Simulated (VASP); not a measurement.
Here is a VASP 6.6.1 calculation.

Contents of INCAR:

```
ALGO = Normal
EDIFF = 1E-7
EDIFFG = -0.002
ENCUT = 520
GGA = PS
GGA_COMPAT = False
IBRION = 2
ISIF = 2
ISMEAR = 0
LASPH = True
LCHARG = False
LREAL = False
LWAVE = False
NELM = 120
NELMIN = 4
NSW = 60
PREC = Accurate
SIGMA = 0.01
```

The input KPOINTS:

```
k-points
0
Gamma
  12 12 12
```

Contents of POSCAR:

```
YN
1.0
   -0.0259022450      2.4267165776      2.4267165776
    2.4267165776     -0.0259022450      2.4267165776
    2.4267165776      2.4267165776     -0.0259022450
Y N
1 1
Direct
    0.0000000000      0.0000000000      0.0000000000
    0.5000000000      0.5000000000      0.5000000000
```

Potentials or basis: VASP PAW PBE potentials, release 64 (Y_sv, N).

Launch:

```sh
$ cat potpaw_PBE.64/Y_sv/POTCAR potpaw_PBE.64/N/POTCAR > POTCAR
$ mpirun -np 1 vasp_std > vasp.out
```

What does it give for the band gap on the k mesh?

0.05 eV (least direct gap 0.45 eV).

Stress tensor (GPa, compression positive):
```
-2.49  1.30  1.30
 1.30 -2.49  1.30
 1.30  1.30 -2.49
```

Caveat: the cell differs from its parent crystal (strained cell); semilocal functionals underestimate gaps, and a narrow one can read as zero; the PAW data sets were made with another functional, which shifts forces and pressure a little. A k mesh can miss the band edges.
